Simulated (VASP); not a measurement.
# Cr (R-3m) in VASP: a series of runs, part 2 of 2

VASP 6.6.1. Earlier steps stand in the parts before.

## Step 4: Electric field gradients, PBE, collinear spin, ferromagnetic start (equal xy, yz and zx shear strains of -1 %)

Input file INCAR:

```
PREC = Accurate
ENCUT = 520
EDIFF = 1E-8
ISMEAR = -1
SIGMA = 0.08
LREAL = False
LASPH = True
NELM = 150
ALGO = Normal
ISIF = 2
LWAVE = False
LCHARG = False
ISPIN = 2
MAGMOM = 3
LORBIT = 11
LMAXMIX = 4
GGA = PE
LEFG = True
NBANDS = 16
```

Input file KPOINTS:

```
regular mesh
0
Gamma
  18 18 18
```

Input file POSCAR:

```
Cr
1.0
   -1.4563695000      1.4419500000      1.4419500000
    1.4419500000     -1.4563695000      1.4419500000
    1.4419500000      1.4419500000     -1.4563695000
Cr
1
Direct
    0.0000000000      0.0000000000      0.0000000000
```

Potentials or basis: VASP PAW PBE potentials, release 64 (Cr_pv).

Launch:

```bash
$ cat potpaw_PBE.64/Cr_pv/POTCAR > POTCAR
$ mpirun -np 1 vasp_std > vasp.out
```

OUTCAR:

```text
PREC = Accurate
   ENCUT = 520
   EDIFF = 1E-8
   ISMEAR = -1
   LREAL = False
   LASPH = True
   NELM = 150
   ISIF = 2
   ISPIN = 2
   LORBIT = 11
   GGA = PE

 ion  position               nearest neighbor table
   1  0.000  0.000  0.000-

  LATTYP: Found a trigonal (rhomboedric) cell.
 ALAT       =     2.5058834222
 COS(alpha) =    -0.3377371610

  Lattice vectors:

 A1 = (  -1.4563695000,   1.4419500000,   1.4419500000)
 A2 = (   1.4419500000,  -1.4563695000,   1.4419500000)
 A3 = (   1.4419500000,   1.4419500000,  -1.4563695000)

Analysis of symmetry for initial positions (statically):
=====================================================================
 Subroutine PRICEL returns:
 Original cell was already a primitive cell.

 Routine SETGRP: Setting up the symmetry group for a
[... 1122 lines left out ...]
      direct lattice vectors                 reciprocal lattice vectors
    -1.456369500  1.441950000  1.441950000     0.003485127  0.348512650  0.348512650
     1.441950000 -1.456369500  1.441950000     0.348512650  0.003485127  0.348512650
     1.441950000  1.441950000 -1.456369500     0.348512650  0.348512650  0.003485127

 POSITION                                       TOTAL-FORCE (eV/Angst)
 -----------------------------------------------------------------------------------
      0.00000      0.00000      0.00000        -0.000000      0.000000     -0.000000
 -----------------------------------------------------------------------------------
    total drift:                                0.000000     -0.000000      0.000000

  FREE ENERGIE OF THE ION-ELECTRON SYSTEM (eV)
  ---------------------------------------------------
  free  energy   TOTEN  =        -9.5073903326 eV

  energy  without entropy=       -9.4900233877  energy(sigma->0) =       -9.49870686

 Electric field gradients (V/A^2)
---------------------------------------------------------------------
 ion       V_xx      V_yy      V_zz      V_xy      V_xz      V_yz
---------------------------------------------------------------------
   1       0.000     0.000    -0.000     0.396     0.396     0.396
---------------------------------------------------------------------

 Electric field gradients after diagonalization (V/A^2)
 (convention: |V_zz| > |V_xx| > |V_yy|)
----------------------------------------------------------------------
 ion       V_xx      V_yy      V_zz     asymmetry (V_yy - V_xx)/ V_zz
----------------------------------------------------------------------
   1      -0.396    -0.396     0.793       0.000
----------------------------------------------------------------------

           NMR quadrupolar parameters

 Cq : quadrupolar parameter    Cq=e*Q*V_zz/h
 eta: asymmetry parameters     (V_yy - V_xx)/ V_zz
 Q  : nuclear electric quadrupole moment in mb (millibarn)
----------------------------------------------------------------------
 ion       Cq(MHz)       eta       Q (mb)
----------------------------------------------------------------------
   1       0.002       0.000       1.000
----------------------------------------------------------------------

 total charge

# of ion       s       p       d       tot
------------------------------------------
    1        0.427   6.383   4.169  10.978

 magnetization (x)

# of ion       s       p       d       tot
------------------------------------------
    1        0.000   0.000   0.000   0.000
```

OSZICAR:

```text
N       E                     dE             d eps       ncg     rms          rms(c)
DAV:   1     0.818452427828E+02    0.81845E+02   -0.62211E+03 37992   0.857E+02
DAV:   2    -0.825471849961E+01   -0.90100E+02   -0.85779E+02 40392   0.246E+02
DAV:   3    -0.975111247577E+01   -0.14964E+01   -0.14929E+01 41896   0.350E+01
DAV:   4    -0.975645024006E+01   -0.53378E-02   -0.53377E-02 43400   0.208E+00
DAV:   5    -0.975649072489E+01   -0.40485E-04   -0.40485E-04 42168   0.163E-01    0.179E+01
DAV:   6    -0.945937566332E+01    0.29712E+00   -0.21560E+00 38248   0.258E+01    0.385E+00
DAV:   7    -0.950742211075E+01   -0.48046E-01   -0.16085E-01 38976   0.306E+00    0.225E+00
DAV:   8    -0.951090665925E+01   -0.34845E-02   -0.53311E-03 41656   0.886E-01    0.952E-01
DAV:   9    -0.950705931996E+01    0.38473E-02   -0.17775E-03 40864   0.460E-01    0.267E-01
DAV:  10    -0.950737830104E+01   -0.31898E-03   -0.32412E-04 40208   0.177E-01    0.553E-02
DAV:  11    -0.950739487806E+01   -0.16577E-04   -0.13425E-05 43856   0.292E-02    0.226E-02
DAV:  12    -0.950739270631E+01    0.21717E-05   -0.13168E-06 39144   0.878E-03    0.854E-03
DAV:  13    -0.950739028103E+01    0.24253E-05   -0.66035E-07 39368   0.657E-03    0.338E-03
DAV:  14    -0.950739026537E+01    0.15652E-07   -0.14377E-07 39016   0.469E-03    0.422E-04
DAV:  15    -0.950739030536E+01   -0.39989E-07   -0.44104E-09 29832   0.630E-04    0.203E-04
DAV:  16    -0.950739032576E+01   -0.20399E-07   -0.84841E-10 19352   0.276E-04    0.870E-05
DAV:  17    -0.950739033259E+01   -0.68301E-08   -0.13058E-10 18936   0.116E-04
   1 F= -.95073903E+01 E0= -.94987069E+01  d E =-.173669E-01  mag=    -0.0000
```

Wall time 3.1 min (1 thread of AMD EPYC 9755, shared host); peak memory 0.22 GiB.

What came out:

| Item | Value |
| --- | --- |
| Free energy | -9.5074 eV |
| Pressure | -9.2 GPa |
| Band gap on the k mesh | zero (filled and empty bands overlap) |
| Net moment | 0.00 μB per cell |
| Largest electric field gradient by atom | Cr +0.8 V/Å² |
| Valence electrons inside the program's atomic spheres | Cr 10.98 |

Electric field gradients, principal values (V/Å²):
| atom | least | middle | greatest (by size) |
| --- | --- | --- | --- |
| 1 Cr | -0.396 | -0.396 | 0.793 |

Caveat: the cell differs from its parent crystal (equal xy, yz and zx shear strains of -1 %); the cell stands under tension; the moments typed at the start vanished in this run; without QUAD_EFG the Cq values of the log hold for a quadrupole moment of 1 mb, not for the nuclei.
